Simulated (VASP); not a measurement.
# Y (Fm-3m) in VASP: notebook

The runs below take Y through single point, relaxation of volume and atoms at fixed shape, with PBEsol.

Program: VASP 6.6.1. These are calculated values, not measurements. Logs are shortened: lines on timing, memory, paths and dates and some standing lists are left out, and cuts for length are marked.

**1. The cell of the first run**

It takes space group Fm-3m (No. 225, cubic). The conventional cell has a = 4.980 Å, b = 4.980 Å, c = 4.980 Å, α = 90.00°, β = 90.00°, γ = 90.00°. Within 4.6 Å of Y (site symmetry m-3m) lie 12 Y at 3.52 Å.

This isn't the form of Y at room conditions, which is hcp.

**2. Single point, PBEsol**

Input file INCAR:

```
SYSTEM = Y
ALGO = Normal
EDIFF = 1E-6
ENCUT = 500
GGA = PS
GGA_COMPAT = .False.
ISIF = 2
ISMEAR = -1
LASPH = .True.
LCHARG = .False.
LREAL = .False.
LWAVE = .False.
NBANDS = 12
NELM = 120
PREC = Accurate
SIGMA = 0.1
```

Input file KPOINTS:

```
k-points
0
Gamma
  8 8 8
  0 0 0
```

Input file POSCAR:

```
Y
1.0
    0.0000000000      2.4900277701      2.4900277701
    2.4900277701      0.0000000000      2.4900277701
    2.4900277701      2.4900277701      0.0000000000
Y
1
Direct
    0.0000000000      0.0000000000      0.0000000000
```

Potentials or basis: VASP PAW PBE potentials, release 64 (Y_sv).

Command:

```console
$ cat potpaw_PBE.64/Y_sv/POTCAR > POTCAR
$ mpirun -np 1 vasp_std > vasp.out
```

OUTCAR:

```text
SYSTEM = Y
   EDIFF = 1E-6
   ENCUT = 500
   GGA = PS
   ISIF = 2
   ISMEAR = -1
   LASPH = .True.
   LREAL = .False.
   NELM = 120
   PREC = Accurate

 ion  position               nearest neighbor table
   1  0.000  0.000  0.000-

  LATTYP: Found a face centered cubic cell.
 ALAT       =     4.9800555402

  Lattice vectors:

 A1 = (   0.0000000000,   2.4900277701,   2.4900277701)
 A2 = (   2.4900277701,   0.0000000000,   2.4900277701)
 A3 = (   2.4900277701,   2.4900277701,   0.0000000000)

Analysis of symmetry for initial positions (statically):
=====================================================================
 Subroutine PRICEL returns:
 Original cell was already a primitive cell.

 Routine SETGRP: Setting up the symmetry group for a
 face centered cubic supercell.

 Subroutine GETGRP returns: Found 48 space group operations
 (whereof 48 operations were pure point group operations)
 out of a pool of 48 trial point group operations.

The static configuration has the point symmetry O_h .

Analysis of symmetry for dynamics (positions and initial velocities):
=====================================================================
 Subroutine PRICEL returns:
 Original cell was already a primitive cell.

 Routine SETGRP: Setting up the symmetry group for a
 face centered cubic supercell.

 Subroutine GETGRP returns: Found 48 space group operations
 (whereof 48 operations were pure point group operations)
 out of a pool of 48 trial point group operations.

The dynamic configuration has the point symmetry O_h .

 Subroutine INISYM returns: Found 48 space group operations
 (whereof 48 operations are pure point group operations),
 and found     1 'primitive' translations

----------------------------------------------------------------------------------------

                                     Primitive cell

  volume of cell :      30.8775

  direct lattice vectors                    reciprocal lattice vectors
     0.000000000  2.490027770  2.490027770    -0.200800973  0.200800973  0.200800973
     2.490027770  0.000000000  2.490027770     0.200800973 -0.200800973  0.200800973
     2.490027770  2.490027770  0.000000000     0.200800973  0.200800973 -0.200800973

  length of vectors
     3.521431043  3.521431043  3.521431043     0.347797488  0.347797488  0.347797488

  position of ions in fractional coordinates (direct lattice)
     0.000000000  0.000000000  0.000000000

  ion indices of the primitive-cell ions
   primitive index   ion index
                 1           1

----------------------------------------------------------------------------------------

 KPOINTS: k-points

Automatic generation of k-mesh.
 Grid dimensions read from file:
 generate k-points for:    8    8    8

 Generating k-lattice:

  Cartesian coordinates                     Fractional coordinates (reciprocal lattice)
    -0.025100122  0.025100122  0.025100122     0.125000000  0.000000000  0.000000000
     0.025100122 -0.025100122  0.025100122     0.000000000  0.125000000  0.000000000
     0.025100122  0.025100122 -0.025100122     0.000000000  0.000000000  0.125000000

  Length of vectors
     0.043474686  0.043474686  0.043474686

  Shift w.r.t. Gamma in fractional coordinates (k-lattice)
     0.000000000  0.000000000  0.000000000

 Subroutine IBZKPT returns following result:
 ===========================================

 Found     29 irreducible k-points:

 Following reciprocal coordinates:
            Coordinates               Weight
  0.000000  0.000000  0.000000      1.000000
  0.125000  0.000000  0.000000      8.000000
  0.250000  0.000000  0.000000      8.000000
  0.375000  0.000000  0.000000      8.000000
  0.500000  0.000000  0.000000      4.000000
  0.125000  0.125000  0.000000      6.000000
[... 16 lines left out ...]
  0.500000  0.250000  0.125000     48.000000
 -0.375000  0.250000  0.125000     24.000000
 [... further k-points ...]
   k-points           NKPTS =     29   k-points in BZ     NKDIM =     29   number of bands    NBANDS=     12
   number of dos      NEDOS =    301   number of ions     NIONS =      1
   total plane-waves  NPLWV =  21952
   dimension x,y,z NGX =    28 NGY =   28 NGZ =   28
   dimension x,y,z NGXF=    56 NGYF=   56 NGZF=   56
   ions per type =               1
   NGX,Y,Z   is equivalent  to a cutoff of  13.22, 13.22, 13.22 a.u.
   NGXF,Y,Z  is equivalent  to a cutoff of  26.44, 26.44, 26.44 a.u.
 SYSTEM =  Y
   PREC   = accura    normal or accurate (medium, high low for compatibility)
   ISTART =      0    job   : 0-new  1-cont  2-samecut
   ICHARG =      2    charge: 1-file 2-atom 10-const
   ISPIN  =      1    spin polarized calculation?
   LNONCOLLINEAR =      F non collinear calculations
   LSORBIT =      F    spin-orbit coupling
   LASPH  =      T    aspherical Exc in radial PAW
   ENCUT  =  500.0 eV  36.75 Ry    6.06 a.u.   6.42  6.42  6.42*2*pi/ulx,y,z
   NELM   =    120;   NELMIN=  2; NELMDL= -5     # of ELM steps
   EDIFF  = 0.1E-05   stopping-criterion for ELM
   LREAL  =      F    real-space projection
   EDIFFG = 0.1E-04   stopping-criterion for IOM
   NSW    =      0    number of steps for IOM
   IBRION =     -1    ionic relax: 0-MD 1-quasi-New 2-CG
   NFREE  =      0    steps in history (QN), initial steepest desc. (CG)
   ISIF   =      2    stress and relaxation
   ISYM   =      2    0-nonsym 1-usesym 2-fastsym
   POTIM  = 0.5000    time-step for ionic-motion
   TEBEG  =    0.0;   TEEND  =   0.0 temperature during run
   PSTRESS=    0.0 pullay stress
   NELECT =      11.0000    total number of electrons
   NUPDOWN=      -1.0000    fix difference up-down
   EMIN   =  10.00;   EMAX   =-10.00  energy-range for DOS
   EFERMI =   0.00;   METHOD = LEGACY
   ISMEAR =    -1;   SIGMA  =   0.10  broadening in eV -4-tet -1-fermi 0-gaus
   EFERMI_NEDOS =   21; number of points for ismear=-14 and -15
   IALGO  =     38    algorithm
   IMIX   =      4    mixing-type and parameters
     AMIX     =   0.40;   BMIX     =  1.00
     AMIX_MAG =   1.60;   BMIX_MAG =  1.00
  volume/ion in A,a.u.               =      30.88       208.37
  Fermi-wavevector in a.u.,A,eV,Ry     =   1.160535  2.193093 18.324888  1.346841
  Thomas-Fermi vector in A             =   2.297116
   LORBIT       =      0    0 simple, 1 ext, 2 COOP (PROOUT), +10 PAW based schemes
   GGA     = PS    functional components
   LHFCALC =     F    Hartree Fock is set to
   AEXX    =    0.0000 exact exchange contribution
   IVDW    =     0    specifies the selected vdW correction
   LEPSILON=     F    determine dielectric tensor
   LRPA    =     F    only Hartree local field effects (RPA)
 non-spin polarized calculation
  energy-cutoff  :      500.00
  volume of cell :       30.88
 maximum number of plane-waves:       817
 NGX is ok and might be reduce to    28
   NGX = 13   NGY = 13   NGZ = 13

 number of electron      10.9999999 magnetization

 Free energy of the ion-electron system (eV)
  ---------------------------------------------------
  ext. energy  EPLUGINS =         0.00000000
  ---------------------------------------------------
  free energy    TOTEN  =        -6.82752794 eV

  energy without entropy =       -6.78092546  energy(sigma->0) =       -6.80422670

 E-fermi :   3.2255     XC(G=0):  -9.7757

 val. band max:        3.0951787193   @ k =  -0.3750   0.2500   0.1250
 cond. band min:       3.2827031461   @ k =   0.5000   0.2500   0.1250
 fundamental gap:      0.1875244268
 Fermi energy:         3.2254551455

 k-point     1 :       0.0000    0.0000    0.0000
  band No.  band energies     occupation
      1     -39.2275      2.00000
      2     -18.9003      2.00000
      3     -18.9003      2.00000
      4     -18.9003      2.00000
      5      -1.6118      2.00000
      6       5.0681      0.00000
      7       5.0681      0.00000
      8       5.0681      0.00000
      9       7.2135      0.00000
     10       7.2135      0.00000
     11      12.3708      0.00000
     12      15.7814      0.00000

 k-point     2 :       0.1250    0.0000    0.0000
  band No.  band energies     occupation
      1     -39.2155      2.00000
      2     -19.0059      2.00000
      3     -18.9135      2.00000
      4     -18.9135      2.00000
      5      -1.2062      2.00000
      6       4.6491      0.00000
      7       5.2412      0.00000
      8       5.2412      0.00000
      9       7.0322      0.00000
     10       7.0322      0.00000
     11      13.2169      0.00000
     12      14.4669      0.00000

 k-point     3 :       0.2500    0.0000    0.0000
  band No.  band energies     occupation
      1     -39.1863      2.00000
      2     -19.2524      2.00000
      3     -18.9450      2.00000
      4     -18.9450      2.00000
      5      -0.1751      2.00000
      6       3.9687      0.00118
      7       5.3309      0.00000
      8       5.3309      0.00000
      9       7.1826      0.00000
     10       7.1826      0.00000
     11      12.5783      0.00000
     12      15.0879      0.00000
[... 286 lines left out ...]
 k-point    23 :       0.5000    0.2500    0.1250
  band No.  band energies     occupation
      1     -39.1409      2.00000
      2     -19.4352      2.00000
      3     -19.1460      2.00000
      4     -19.0250      2.00000
      5       1.7251      2.00000
      6       3.2827      0.72133
      7       3.9971      0.00089
      8       5.9544      0.00000
      9       7.6037      0.00000
     10       9.4476      0.00000
     11      11.9674      0.00000
     12      14.6793      0.00000

 k-point    24 :      -0.3750    0.2500    0.1250
  band No.  band energies     occupation
      1     -39.1310      2.00000
      2     -19.4884      2.00000
      3     -19.1697      2.00000
      4     -19.0458      2.00000
      5       2.1764      1.99994
      6       3.0952      1.57260
      7       4.1361      0.00022
      8       5.7649      0.00000
      9       8.3541      0.00000
     10       9.8101      0.00000
     11      10.7388      0.00000
     12      14.3628      0.00000

 [... further k-points ...]
[... 5 lines left out ...]
  --------------------------------------------------------------------------------------
  -------------------------------------------------------------------------------------
  Total       -0.0212750     -0.0212750     -0.0212750      0.0000000      0.0000000     -0.0000000
  in kB       -1.1039175     -1.1039175     -1.1039175      0.0000000      0.0000000     -0.0000000
  external PRESSURE =      -1.1039175 kB  Pullay stress =       0.0000000 kB

 VOLUME and BASIS-vectors are now :
 -----------------------------------------------------------------------------
  energy-cutoff  :      500.00
  volume of cell :       30.88
      direct lattice vectors                 reciprocal lattice vectors
     0.000000000  2.490027770  2.490027770    -0.200800973  0.200800973  0.200800973
     2.490027770  0.000000000  2.490027770     0.200800973 -0.200800973  0.200800973
     2.490027770  2.490027770  0.000000000     0.200800973  0.200800973 -0.200800973

 POSITION                                       TOTAL-FORCE (eV/Angst)
 -----------------------------------------------------------------------------------
      0.00000      0.00000      0.00000         0.000000      0.000000      0.000000
 -----------------------------------------------------------------------------------
    total drift:                               -0.000000      0.000000     -0.000000

  FREE ENERGIE OF THE ION-ELECTRON SYSTEM (eV)
  ---------------------------------------------------
  free  energy   TOTEN  =        -6.8275279373 eV

  energy  without entropy=       -6.7809254588  energy(sigma->0) =       -6.80422670
```

It took 7.5 s on 1 thread of AMD EPYC 9R45 (Zen 5), shared host; peak memory 0.14 GiB.

What came out:

* Free energy: -6.8275 eV
* Pressure: -0.1 GPa
* Band gap on the k mesh: zero (an odd number of electrons rules out a gap without spin polarisation)

Levels at points of the mesh, in eV from the Fermi level:
```csv
k point,band 3,band 4,band 5,band 6,band 7,band 8
"(0.00, 0.00, 0.00)",-22.13,-22.13,-4.84,1.84,1.84,1.84
"(0.50, 0.00, 0.00)",-22.21,-22.21,-2.05,0.80,1.66,1.66
"(0.50, 0.50, 0.00)",-22.37,-22.37,-1.86,-0.97,2.33,5.57
```

Caveat: the PAW data sets were made with another functional, which shifts forces and pressure a little.

**3. Relaxation of volume and atoms at fixed shape, PBEsol**

This run uses another cell than the first one, of 32.97 Å³/atom.

Input file INCAR:

```
PREC = Accurate ; ENCUT = 500
EDIFF = 1E-7 ; ISMEAR = -1
SIGMA = 0.1 ; LREAL = F
LASPH = T ; NELM = 120
ALGO = Normal ; ISIF = 8
LWAVE = F ; LCHARG = F
GGA = PS ; IBRION = 2
NSW = 80 ; EDIFFG = -0.03
GGA_COMPAT = F ; NELMIN = 4
```

Input file KPOINTS:

```
Automatic mesh
0
Gamma
  8 8 8
```

Input file POSCAR:

```
Y
1.0
    0.0000000000      2.5450000000      2.5450000000
    2.5450000000      0.0000000000      2.5450000000
    2.5450000000      2.5450000000      0.0000000000
Y
1
Direct
    0.0000000000      0.0000000000      0.0000000000
```

Potentials or basis: VASP PAW PBE potentials, release 64 (Y_sv).

Command:

```console
$ cat potpaw_PBE.64/Y_sv/POTCAR > POTCAR
$ mpirun -np 1 vasp_std > vasp.out
```

Wall time 17 s (1 thread of AMD EPYC 9R45 (Zen 5), shared host); peak memory 0.14 GiB.

The run converged. Its results:

- Free energy: -6.8277 eV
- Relaxed volume: 30.80 Å³/atom
- Relaxed cell: a = 3.518 Å, b = 3.518 Å, c = 3.518 Å, α = 60.00°, β = 60.00°, γ = 60.00°
- Space group after relaxing (to 0.1 Å): Fm-3m (No. 225)
- Energy gained by relaxing: 18.0 meV/atom
- Ionic steps: 3
- Pressure after relaxing: 0.0 GPa
- Band gap on the k mesh: zero (an odd number of electrons rules out a gap without spin polarisation)

Step by step:
| step | energy change (eV) | largest force (eV/Å) | pressure (GPa) | volume (Å³) |
| --- | --- | --- | --- | --- |
| 1 | 0.0000 | 0.0000 | -2.52 | 32.97 |
| 2 | -0.0177 | 0.0000 | 0.34 | 30.55 |
| 3 | -0.0180 | 0.0000 | 0.00 | 30.80 |

Final structure:
```xyz
1
Lattice="0.0000 2.4878 2.4878 2.4878 0.0000 2.4878 2.4878 2.4878 0.0000" Properties=species:S:1:pos:R:3 pbc="T T T"
Y     0.0000    0.0000    0.0000
```

Levels at points of the mesh, in eV from the Fermi level:
```tsv
k point	band 3	band 4	band 5	band 6	band 7	band 8
(0.00, 0.00, 0.00)	-22.12	-22.12	-4.84	1.85	1.85	1.85
(0.50, 0.00, 0.00)	-22.21	-22.21	-2.05	0.81	1.66	1.66
(0.50, 0.50, 0.00)	-22.36	-22.36	-1.87	-0.97	2.35	5.58
```

Caveat: the PAW data sets were made with another functional, which shifts forces and pressure a little.
